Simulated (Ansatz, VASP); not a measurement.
One calculation of KCa2Se6, two programs

```
K Ca Se
1.0
     8.70573    0.00000    0.00000
    -4.35287    7.53939    0.00000
     0.00000    0.00000    5.01615
K Ca Se
1 2 6
Direct
  0.00000 0.00000 0.00000
  0.33333 0.66667 0.50000
  0.66667 0.33333 0.50000
  0.00000 0.55691 0.77572
  0.00000 0.44309 0.22428
  0.44309 0.44309 0.77572
  0.55691 0.55691 0.22428
  0.44309 0.00000 0.22428
  0.55691 0.00000 0.77572
```

Change from the starting cell: species swapped into the Ba2CaI6 type (P-31m, No. 162).

Alike in both runs: functional PBE; k mesh 6 × 6 × 8; occupations gaussian, width 0.1 eV; no spin polarisation.

Ansatz relaxed the structure, and its values are those at the end. VASP's run is a single point on that final structure, the one shown.

```csv
,VASP,Ansatz
version,VASP 6.6.1,Ansatz 0.2.0
potentials or method,"VASP PAW PBE potentials, release 64 (K_sv, Ca_sv, Se), cutoff 520 eV","scalar-relativistic, plane waves, PAW"
valence electrons in the cell,65,125
```

VASP gave:

| Property | Result |
| --- | --- |
| gap on the k mesh at the Fermi level (eV) | none |
| pressure (GPa) | 0.1 |

Estimate Ansatz's values.

gap on the k mesh at the Fermi level (eV): none; pressure (GPa): 0.0.

A gap of «none» marks a metal or a gap that the smearing closes. VASP's potentials hold 65 valence electrons a cell and Ansatz's 125, so a difference there can come from the potentials and not from the codes.
